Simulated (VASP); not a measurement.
A run of VASP 6.6.1 is set up as follows.

INCAR

```
SYSTEM = Si2B2C
  PREC = Accurate
  ENCUT = 600
  EDIFF = 1E-6
  ISMEAR = 0
  SIGMA = 0.1
  LREAL = .False.
  LASPH = .True.
  NELM = 100
  ALGO = Normal
  ISIF = 3
  LWAVE = .False.
  LCHARG = .False.
  GGA = PE
  IBRION = 2
  NSW = 100
  EDIFFG = -0.01
```

The input KPOINTS:

```
regular mesh
0
Gamma
  8 8 14
  0 0 0
```

File POSCAR:

```
Si2B2C
1.0
    4.4088382753      0.0000000000      0.0000000000
    0.0000000000      4.4088382753      0.0000000000
    0.0000000000      0.0000000000      2.8172004200
Si B C
2 2 1
Direct
    0.0000000000      0.5000000000      0.5000000000
    0.5000000000      0.0000000000      0.5000000000
    0.0000000000      0.0000000000      0.5000000000
    0.5000000000      0.5000000000      0.0000000000
    0.0000000000      0.0000000000      0.0000000000
```

Potentials or basis: VASP PAW PBE potentials, release 64 (Si, B, C).

The run is started by

```bash
$ cat potpaw_PBE.64/Si/POTCAR potpaw_PBE.64/B/POTCAR potpaw_PBE.64/C/POTCAR > POTCAR
$ mpirun -np 1 vasp_std > vasp.out
```

(1) What does it give for the space group after relaxing (to 0.1 Å)?

(2) What does it give for the relaxed volume?

(3) Predict the relaxed cell.

## Answers

(1) P4/mmm (No. 123).

(2) 11.19 Å³/atom.

(3) a = 4.475 Å, b = 4.475 Å, c = 2.795 Å, α = 90.00°, β = 90.00°, γ = 90.00°.
